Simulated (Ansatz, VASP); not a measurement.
## Ir in VASP and in Ansatz

```
CELL_PARAMETERS angstrom
2.52681 0.00000 0.00000
0.00000 2.52681 0.00000
0.00000 0.00000 2.52681
ATOMIC_POSITIONS crystal
Ir 0.00000 0.00000 0.00000
```

Alike in both runs: functional LDA; k mesh 15 × 15 × 15; occupations fermi-dirac, width 0.1 eV; no spin polarisation.

Ansatz relaxed the structure, and its values are those at the end. VASP's run is a single point on that final structure, the one shown.

```csv
,VASP,Ansatz
version,VASP 6.6.1,Ansatz 0.2.0
potentials or method,"VASP PAW LDA potentials, release 64 (Ir_sv_GW)","PAW with Ansatz's default frozen-core files, scalar-relativistic"
plane-wave cutoff (eV),500,420
valence electrons in the cell,17,17
```

VASP gave:

| Quantity | Value |
| --- | --- |
| pressure (GPa) | -1.8 |

Question: Estimate Ansatz's values.

Answer: Pressure (GPa): 0.0.

LDA's correlation is that of Perdew and Zunger in VASP and of Perdew and Wang (1992) in Ansatz.

Spin-orbit coupling is off throughout.
